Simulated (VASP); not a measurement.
A run of VASP 6.6.1 is set up as follows.

File POSCAR:

```
RbBr
1.0
    0.0000000000      3.4559503595      3.4559503595
    3.4559503595      0.0000000000      3.4559503595
    3.4559503595      3.4559503595      0.0000000000
Rb Br
1 1
Direct
    0.0000000000      0.0000000000      0.0000000000
    0.5000000000      0.5000000000      0.5000000000
```

Contents of INCAR.step1:

```
SYSTEM = RbBr
  PREC = Accurate
  ENCUT = 520
  ISMEAR = -1
  SIGMA = 0.03
  LREAL = .FALSE.
  LASPH = .TRUE.
  NELM = 100
  NBANDS = 15
  GGA = PE
  ALGO = Normal
  EDIFF = 1E-4
  LWAVE = .TRUE.
  LCHARG = .FALSE.
```

INCAR.step2

```
SYSTEM = RbBr
  PREC = Accurate
  ENCUT = 520
  EDIFF = 1E-6
  ISMEAR = -1
  SIGMA = 0.03
  LREAL = .FALSE.
  LASPH = .TRUE.
  NELM = 100
  ALGO = Normal
  ISIF = 2
  LWAVE = .FALSE.
  LCHARG = .FALSE.
  METAGGA = R2SCAN
  LMIXTAU = .TRUE.
  NBANDS = 15
  ISTART = 1
```

Contents of KPOINTS:

```
Automatic mesh
0
G
  7 7 7
  0 0 0
```

Potentials or basis: VASP PAW PBE potentials, release 64 (Rb_sv, Br).

Command:

```console
$ cat potpaw_PBE.64/Rb_sv/POTCAR potpaw_PBE.64/Br/POTCAR > POTCAR
$ cp INCAR.step1 INCAR
$ mpirun -np 1 vasp_std > vasp.out
$ cp INCAR.step2 INCAR
$ mpirun -np 1 vasp_std > vasp.out
```

(1) What does it give for the band gap on the k mesh?

(2) Estimate the pressure.

## Answers

(1) 4.90 eV.

(2) 0.1 GPa.

Caveat: the PAW data sets were made with another functional, which shifts forces and pressure a little; an odd mesh through Γ misses points on the zone boundary, where band edges can lie.
